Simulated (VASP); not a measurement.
A run of VASP 6.6.1:

The input INCAR:

```
PREC = Accurate
ENCUT = 520
EDIFF = 1E-6
ISMEAR = 0
SIGMA = 0.05
LREAL = Auto
LASPH = T
NELM = 80
ALGO = Normal
ISIF = 2
LWAVE = F
LCHARG = F
GGA = PE
IVDW = 12
NBANDS = 162
```

KPOINTS

```
regular mesh
0
Gamma
  1 1 1
```

File POSCAR:

```
Mg32O31
1.0
    8.8224000000      0.0000000000      0.0000000000
    0.0000000000      8.8224000000      0.0000000000
    0.0000000000      0.0000000000      8.8224000000
Mg O
32 31
Direct
    0.4983165579      0.0007595439      0.0012756166
    0.7479996373      0.2497491612     -0.0022219577
    0.7494052639      0.0056681855      0.2489731819
   -0.0006522035      0.0056348613     -0.0009260519
    0.2500828573      0.2497432671      0.0011337051
    0.4983154244      0.4987374184      0.0012742564
    0.7446035092      0.7497479144     -0.0058035229
    0.2428964908      0.0043272806      0.2566906964
    0.4984575626      0.2497457608      0.2495069369
    0.7494022035      0.4938327439      0.2489764690
    0.5005185664      0.0056386017      0.5002372370
    0.7514259159      0.2497499547      0.4997769314
    0.7515020856      0.0008273259      0.7480854416
   -0.0006476696      0.4938609675     -0.0009310392
    0.2524175961      0.7497508614     -0.0141111262
   -0.0037193961      0.2497535818      0.2460014282
    0.2429104325      0.4951590270      0.2566812885
    0.5137021672      0.7497516549      0.2471714046
    0.0069699855      0.0043445094      0.4926170883
    0.2535893861      0.2497508614      0.5033097570
    0.5005185664      0.4938642546      0.5002387106
    0.7361105822      0.7497506347      0.5021162042
    0.2506164989      0.0056669387      0.7501870239
    0.5018112985      0.2497485945      0.7515900435
    0.7515036725      0.4986703165      0.7480851016
   -0.0239754489      0.7497354461      0.2258070366
    0.0069682853      0.4951445185      0.4926298966
    0.2737825308      0.7497524483      0.5235653564
   -0.0001862305      0.2497420203      0.7481658052
    0.2506164989      0.4938312704      0.7501895176
    0.5053921835      0.7497490479      0.7549852648
   -0.0025278836      0.7497517682      0.7634800054
    0.7448906193      0.2497558487      0.2490355232
   -0.0064383841      0.4884034956      0.2433201850
   -0.0003019587      0.2497523350      0.4998951532
    0.2501595938      0.2497518816      0.2494330341
    0.4970899075      0.5037380985      0.2510376995
    0.7480309213      0.7497508614      0.2484170974
   -0.0064446182      0.0111180631      0.2433148576
    0.5049544342      0.2497540352      0.5002205749
    0.7527256756      0.5037156556      0.4982707653
    0.7509464545      0.2497548286      0.7486470802
    0.0013232227      0.5037190560      0.7468635519
   -0.0006272670      0.2497551687     -0.0053629398
    0.1250491930      0.7497897398      0.3745390143
    0.4970963683     -0.0042308215      0.2510388330
    0.2562701759      0.4883997552      0.5060306719
    0.5018528972      0.7497531284      0.5009841993
    0.7527283959     -0.0042104189      0.4982708787
    0.2505586915      0.2497534684      0.7547026886
    0.5011263375      0.5000418254      0.7508659775
    0.7505593716      0.7497535818      0.7490331429
    0.0013226560     -0.0042087187      0.7468675190
    0.4988989391      0.2497546019      0.0006952757
    0.7487281239      0.5000430722     -0.0015350698
   -0.0013899846      0.7497556221     -0.0022615161
    0.2562790170      0.0111143226      0.5060378128
    0.2511800644      0.7497568689      0.7515611398
    0.5011310981     -0.0005327349      0.7508674510
    0.2485539082      0.5037386652      0.0024993199
    0.4993477965      0.7497540352      0.0002460782
    0.7487266503     -0.0005338683     -0.0015343897
    0.2485561752     -0.0042299148      0.0025009068
```

Potentials or basis: VASP PAW PBE potentials, release 64 (Mg, O).

The run is started by

```console
$ cat potpaw_PBE.64/Mg/POTCAR potpaw_PBE.64/O/POTCAR > POTCAR
$ mpirun -np 1 vasp_gam > vasp.out
```

Hardware: 1 thread of Intel(R) Xeon(R) Platinum 8488C (Sapphire Rapids), on a shared host.

Question: Estimate the wall time of this run.

Answer: Wall time 4.6 min on 1 thread of Intel(R) Xeon(R) Platinum 8488C (Sapphire Rapids), with other jobs on the host, peak memory 0.72 GiB. Counts: scf iterations 17, k points 1.
